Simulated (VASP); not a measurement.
# CsRe (P1) in VASP: a series of runs

Runs on CsRe. Level: PBE. Tasks: single point.

Everything below comes from runs of VASP 6.6.1. Logs are shortened: lines on timing, memory, paths and dates and some standing lists are left out, and cuts for length are marked.

## (1) The cell of the first run

The typed cell holds 2 atoms: a = 3.689 Å, b = 3.689 Å, c = 5.631 Å, α = 90.00°, β = 90.00°, γ = 120.00°.

## (2) Single point, PBE

The input, INCAR:

```
SYSTEM = CsRe
  ALGO = Normal
  EDIFF = 1E-6
  ENCUT = 520
  GGA = PE
  ISIF = 2
  ISMEAR = -1
  LASPH = .TRUE.
  LCHARG = .TRUE.
  LELF = .TRUE.
  LREAL = .FALSE.
  LVHAR = .TRUE.
  LWAVE = .FALSE.
  NBANDS = 15
  NELM = 60
  PREC = Accurate
  SIGMA = 0.1
```

The input, KPOINTS:

```
k-points
0
G
  8 8 4
  0 0 0
```

The input, POSCAR:

```
CsRe
1.0
    3.6893539700      0.0000000000      0.0000000000
   -1.8446769800      3.1950742600      0.0000000000
    0.0000000000      0.0000000000      5.6314427200
Cs Re
1 1
Direct
    0.0028220000      0.0177320000      0.4944620000
    0.0100150000      0.0159480000      0.0002110000
```

Potentials or basis: VASP PAW PBE potentials, release 64 (Cs_sv, Re).

Launch:

```sh
$ cat potpaw_PBE.64/Cs_sv/POTCAR potpaw_PBE.64/Re/POTCAR > POTCAR
$ mpirun -np 1 vasp_std > vasp.out
```

OUTCAR:

```text
SYSTEM = CsRe
   EDIFF = 1E-6
   ENCUT = 520
   GGA = PE
   ISIF = 2
   ISMEAR = -1
   LASPH = .TRUE.
   LREAL = .FALSE.
   NELM = 60
   PREC = Accurate

 ion  position               nearest neighbor table
   1  0.003  0.018  0.494-   2 2.78   2 2.85
   2  0.010  0.016  0.000-   1 2.78   1 2.85

  LATTYP: Found a hexagonal cell.
 ALAT       =     3.6893539700
 C/A-ratio  =     1.5264034749

  Lattice vectors:

 A1 = (   3.6893539700,   0.0000000000,   0.0000000000)
 A2 = (  -1.8446769800,   3.1950742600,   0.0000000000)
 A3 = (   0.0000000000,   0.0000000000,   5.6314427200)

Analysis of symmetry for initial positions (statically):
=====================================================================
 Subroutine PRICEL returns:
 Original cell was already a primitive cell.

 Routine SETGRP: Setting up the symmetry group for a
 hexagonal supercell.

 Subroutine GETGRP returns: Found  1 space group operations
 (whereof  1 operations were pure point group operations)
 out of a pool of 24 trial point group operations.

The static configuration has the point symmetry C_1 .

Analysis of symmetry for dynamics (positions and initial velocities):
=====================================================================
 Subroutine PRICEL returns:
 Original cell was already a primitive cell.

 Routine SETGRP: Setting up the symmetry group for a
 hexagonal supercell.

 Subroutine GETGRP returns: Found  1 space group operations
 (whereof  1 operations were pure point group operations)
 out of a pool of 24 trial point group operations.

The dynamic configuration has the point symmetry C_1 .

 Subroutine INISYM returns: Found  1 space group operations
 (whereof  1 operations are pure point group operations),
 and found     1 'primitive' translations

----------------------------------------------------------------------------------------

                                     Primitive cell

  volume of cell :      66.3821

  direct lattice vectors                    reciprocal lattice vectors
     3.689353970  0.000000000  0.000000000     0.271050164  0.156490885  0.000000000
    -1.844676980  3.195074260  0.000000000     0.000000000  0.312981771  0.000000000
     0.000000000  0.000000000  5.631442720     0.000000000  0.000000000  0.177574389

  length of vectors
     3.689353970  3.689353966  5.631442720     0.312981771  0.312981771  0.177574389

  position of ions in fractional coordinates (direct lattice)
     0.002822000  0.017732000  0.494462000
     0.010015000  0.015948000  0.000211000

  ion indices of the primitive-cell ions
   primitive index   ion index
                 1           1
                 2           2

----------------------------------------------------------------------------------------

 KPOINTS: k-points

Automatic generation of k-mesh.
 Grid dimensions read from file:
 generate k-points for:    8    8    4

 Generating k-lattice:

  Cartesian coordinates                     Fractional coordinates (reciprocal lattice)
     0.033881271  0.019561361  0.000000000     0.125000000  0.000000000  0.000000000
     0.000000000  0.039122721  0.000000000     0.000000000  0.125000000  0.000000000
     0.000000000  0.000000000  0.044393597     0.000000000  0.000000000  0.250000000

  Length of vectors
     0.039122721  0.039122721  0.044393597

  Shift w.r.t. Gamma in fractional coordinates (k-lattice)
     0.000000000  0.000000000  0.000000000

 Subroutine IBZKPT returns following result:
 ===========================================

 Found    132 irreducible k-points:

 Following reciprocal coordinates:
            Coordinates               Weight
  0.000000  0.000000  0.000000      1.000000
  0.125000 -0.000000  0.000000      2.000000
  0.000000  0.125000  0.000000      2.000000
 -0.125000  0.125000  0.000000      2.000000
  0.250000 -0.000000  0.000000      2.000000
  0.000000  0.250000  0.000000      2.000000
[... 16 lines left out ...]
  0.375000  0.125000  0.000000      2.000000
 -0.125000  0.500000  0.000000      2.000000
 [... further k-points ...]
   k-points           NKPTS =    132   k-points in BZ     NKDIM =    132   number of bands    NBANDS=     15
   number of dos      NEDOS =    301   number of ions     NIONS =      2
   total plane-waves  NPLWV =  32928
   dimension x,y,z NGX =    28 NGY =   28 NGZ =   42
   dimension x,y,z NGXF=    56 NGYF=   56 NGZF=   84
   ions per type =               1   1
   NGX,Y,Z   is equivalent  to a cutoff of  12.62, 12.62, 12.40 a.u.
   NGXF,Y,Z  is equivalent  to a cutoff of  25.23, 25.23, 24.80 a.u.
 SYSTEM =  CsRe
   PREC   = accura    normal or accurate (medium, high low for compatibility)
   ISTART =      0    job   : 0-new  1-cont  2-samecut
   ICHARG =      2    charge: 1-file 2-atom 10-const
   ISPIN  =      1    spin polarized calculation?
   LNONCOLLINEAR =      F non collinear calculations
   LSORBIT =      F    spin-orbit coupling
   LASPH  =      T    aspherical Exc in radial PAW
   ENCUT  =  520.0 eV  38.22 Ry    6.18 a.u.   6.86  6.86 10.47*2*pi/ulx,y,z
   NELM   =     60;   NELMIN=  2; NELMDL= -5     # of ELM steps
   EDIFF  = 0.1E-05   stopping-criterion for ELM
   LREAL  =      F    real-space projection
   EDIFFG = 0.1E-04   stopping-criterion for IOM
   NSW    =      0    number of steps for IOM
   IBRION =     -1    ionic relax: 0-MD 1-quasi-New 2-CG
   NFREE  =      0    steps in history (QN), initial steepest desc. (CG)
   ISIF   =      2    stress and relaxation
   ISYM   =      2    0-nonsym 1-usesym 2-fastsym
   POTIM  = 0.5000    time-step for ionic-motion
   TEBEG  =    0.0;   TEEND  =   0.0 temperature during run
   PSTRESS=    0.0 pullay stress
   NELECT =      16.0000    total number of electrons
   NUPDOWN=      -1.0000    fix difference up-down
   EMIN   =  10.00;   EMAX   =-10.00  energy-range for DOS
   EFERMI =   0.00;   METHOD = LEGACY
   ISMEAR =    -1;   SIGMA  =   0.10  broadening in eV -4-tet -1-fermi 0-gaus
   EFERMI_NEDOS =   21; number of points for ismear=-14 and -15
   IALGO  =     38    algorithm
   IMIX   =      4    mixing-type and parameters
     AMIX     =   0.40;   BMIX     =  1.00
     AMIX_MAG =   1.60;   BMIX_MAG =  1.00
  volume/ion in A,a.u.               =      33.19       223.98
  Fermi-wavevector in a.u.,A,eV,Ry     =   1.018821  1.925292 14.122793  1.037996
  Thomas-Fermi vector in A             =   2.152300
   LORBIT       =      0    0 simple, 1 ext, 2 COOP (PROOUT), +10 PAW based schemes
   GGA     = PE    functional components
   LHFCALC =     F    Hartree Fock is set to
   AEXX    =    0.0000 exact exchange contribution
   IVDW    =     0    specifies the selected vdW correction
   LEPSILON=     F    determine dielectric tensor
   LRPA    =     F    only Hartree local field effects (RPA)
 non-spin polarized calculation
  energy-cutoff  :      520.00
  volume of cell :       66.38
 maximum number of plane-waves:      1804
   NGX = 13   NGY = 13   NGZ = 21

 number of electron      16.0000000 magnetization

 Free energy of the ion-electron system (eV)
  ---------------------------------------------------
  ext. energy  EPLUGINS =         0.00000000
  ---------------------------------------------------
  free energy    TOTEN  =        -6.87208591 eV

  energy without entropy =       -6.67897167  energy(sigma->0) =       -6.77552879

 E-fermi :   2.8883     XC(G=0):  -9.5330

 val. band max:        2.8862786737   @ k =  -0.1250  -0.2500  -0.2500
 cond. band min:       2.8982003775   @ k =   0.5000   0.3750   0.2500
 fundamental gap:      0.0119217038
 Fermi energy:         2.8882807257

 k-point     1 :       0.0000    0.0000    0.0000
  band No.  band energies     occupation
      1     -20.1620      2.00000
      2      -7.1840      2.00000
      3      -5.5684      2.00000
      4      -5.5681      2.00000
      5      -0.9804      2.00000
      6       1.5603      2.00000
      7       2.6520      1.82785
      8       2.6521      1.82768
      9       2.8434      1.22057
     10       2.8435      1.22005
     11       4.8451      0.00000
     12       7.2710      0.00000
     13       7.8091      0.00000
     14       7.8093      0.00000
     15      11.7622      0.00000

 k-point     2 :       0.1250   -0.0000    0.0000
  band No.  band energies     occupation
      1     -20.1043      2.00000
      2      -7.1151      2.00000
      3      -6.0169      2.00000
      4      -5.6615      2.00000
      5      -0.6666      2.00000
      6       1.6344      1.99999
      7       2.5031      1.95841
      8       2.5289      1.94649
      9       2.7910      1.45143
     10       2.8257      1.30301
     11       5.4143      0.00000
     12       7.2470      0.00000
     13       7.5576      0.00000
     14       8.2950      0.00000
     15      11.6378      0.00000

 k-point     3 :       0.0000    0.1250    0.0000
  band No.  band energies     occupation
      1     -20.1043      2.00000
      2      -7.1151      2.00000
      3      -6.0167      2.00000
      4      -5.6617      2.00000
      5      -0.6666      2.00000
      6       1.6344      1.99999
      7       2.5029      1.95848
      8       2.5289      1.94651
      9       2.7911      1.45096
     10       2.8258      1.30282
     11       5.4140      0.00000
     12       7.2473      0.00000
     13       7.5578      0.00000
     14       8.2950      0.00000
     15      11.6392      0.00000
[... 343 lines left out ...]
 k-point    23 :       0.3750    0.1250    0.0000
  band No.  band energies     occupation
      1     -19.7413      2.00000
      2      -7.8748      2.00000
      3      -6.6667      2.00000
      4      -6.4100      2.00000
      5       1.1102      2.00000
      6       1.1921      2.00000
      7       1.8054      1.99996
      8       2.3101      1.99385
      9       3.1288      0.16563
     10       4.5500      0.00000
     11       5.4299      0.00000
     12       6.1231      0.00000
     13       7.9281      0.00000
     14       9.5217      0.00000
     15      10.2307      0.00000

 k-point    24 :      -0.1250    0.5000    0.0000
  band No.  band energies     occupation
      1     -19.7413      2.00000
      2      -7.8747      2.00000
      3      -6.6667      2.00000
      4      -6.4102      2.00000
      5       1.1099      2.00000
      6       1.1917      2.00000
      7       1.8058      1.99996
      8       2.3104      1.99384
      9       3.1290      0.16522
     10       4.5499      0.00000
     11       5.4294      0.00000
     12       6.1231      0.00000
     13       7.9300      0.00000
     14       9.5199      0.00000
     15      10.2317      0.00000

 [... further k-points ...]

------------------------ aborting loop because EDIFF is reached ----------------------------------------

  FORCE on cell =-STRESS in cart. coord.  units (eV):
  Direction    XX          YY          ZZ          XY          YZ          ZX
  --------------------------------------------------------------------------------------
  -------------------------------------------------------------------------------------
  Total       -5.1476540     -5.1504203      2.1579491     -0.0005426      0.0011388     -0.0059684
  in kB     -124.2421549   -124.3089211     52.0835800     -0.0130968      0.0274865     -0.1440507
  external PRESSURE =     -65.4891654 kB  Pullay stress =       0.0000000 kB

 VOLUME and BASIS-vectors are now :
 -----------------------------------------------------------------------------
  energy-cutoff  :      520.00
  volume of cell :       66.38
      direct lattice vectors                 reciprocal lattice vectors
     3.689353970  0.000000000  0.000000000     0.271050164  0.156490885  0.000000000
    -1.844676980  3.195074260  0.000000000     0.000000000  0.312981771  0.000000000
     0.000000000  0.000000000  5.631442720     0.000000000  0.000000000  0.177574389

 POSITION                                       TOTAL-FORCE (eV/Angst)
 -----------------------------------------------------------------------------------
     -0.02230      0.05666      2.78453        -0.064369      0.012286      0.228809
      0.00753      0.05096      0.00119         0.064369     -0.012286     -0.228809
 -----------------------------------------------------------------------------------
    total drift:                               -0.000225      0.000005     -0.000248

  FREE ENERGIE OF THE ION-ELECTRON SYSTEM (eV)
  ---------------------------------------------------
  free  energy   TOTEN  =        -6.8720859097 eV

  energy  without entropy=       -6.6789716670  energy(sigma->0) =       -6.77552879
```

Wall time 2.9 min (1 thread of Oxide Virtual Turin-like, shared host); peak memory 0.24 GiB.

What came out:

```yaml
Free_energy: -6.8721 eV
Pressure: -6.5 GPa
Largest_force: 0.238 eV/Å
Band_gap_on_the_k_mesh: zero (bands 8 and 9 overlap by 1.08 eV)
```

Forces in eV/Å, atoms in the order of the input:
```
Cs  -0.064  0.012  0.229
Re   0.064 -0.012 -0.229
```

Stress tensor (GPa, compression positive):
```
-12.42   0.00  -0.01
  0.00 -12.43   0.00
 -0.01   0.00   5.21
```

Caveat: the stress differs along the axes, from -12 to 5 GPa; spin-orbit coupling is left out, which moves the levels of the heavy elements.

(Part 1 of 2 ends here.)

The gap in the log of VASP goes by the Fermi energy; the results here count the filled bands.